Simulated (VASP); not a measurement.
A run of VASP 6.6.1 is set up as follows.

The input INCAR:

```
ALGO     = Normal         # electronic algorithm
EDIFF    = 1E-6           # SCF threshold, eV
ENCUT    = 520            # plane-wave cutoff, eV
GGA      = PE             # functional
ISIF     = 2              # what is computed and relaxed
ISMEAR   = 0              # smearing method
LASPH    = True           # aspherical terms in the spheres
LCHARG   = False          # write CHGCAR
LREAL    = Auto         
LWAVE    = False          # write WAVECAR
NBANDS   = 46             # bands
NELM     = 100            # most SCF steps
PREC     = Accurate       # precision mode
SIGMA    = 0.05           # smearing width, eV
```

KPOINTS

```
k-points
0
Gamma
  9 5 3
```

POSCAR

```
SiC
1.0
    1.5458832036     -2.6775482513      0.0000000000
    0.0000000000      0.0000000000     -5.0740211774
   10.5743373277      6.1050965025      0.0000000000
Si C
8 8
Direct
    0.5000000000      0.9954364687      0.7309598492
    0.0000000000      0.9954364687      0.0730959849
    0.5000000000      0.9954364687      0.2923839396
    0.0000000000      0.9954364687      0.5116718944
    0.0000000000      0.4954364687      0.8040558341
    0.5000000000      0.4954364687      0.1461919699
    0.0000000000      0.4954364687      0.3654799246
    0.5000000000      0.4954364687      0.5847678794
    0.5000000000      0.6195635313      0.7309598492
    0.0000000000      0.6195635313      0.0730959849
    0.5000000000      0.6195635313      0.2923839396
    0.0000000000      0.6195635313      0.5116718944
    0.0000000000      0.1195635313      0.8040558341
    0.5000000000      0.1195635313      0.1461919699
    0.0000000000      0.1195635313      0.3654799246
    0.5000000000      0.1195635313      0.5847678794
```

Potentials or basis: VASP PAW PBE potentials, release 64 (Si, C).

Command:

```sh
$ cat potpaw_PBE.64/Si/POTCAR potpaw_PBE.64/C/POTCAR > POTCAR
$ mpirun -np 1 vasp_std > vasp.out
```

(1) Estimate the pressure.

(2) Predict the largest force.

(3) What does it give for the band gap on the k mesh?

## Answers

(1) -4.2 GPa.

(2) 2.353 eV/Å.

(3) 0.37 eV (least direct gap 0.79 eV).

Caveat: the cell differs from its parent crystal (the distance across one plane changed); the cell stands under tension; semilocal functionals underestimate gaps, and a narrow one can read as zero; forces of over 1 eV/Å act on the atoms, so gaps and moduli don't describe the material at rest.
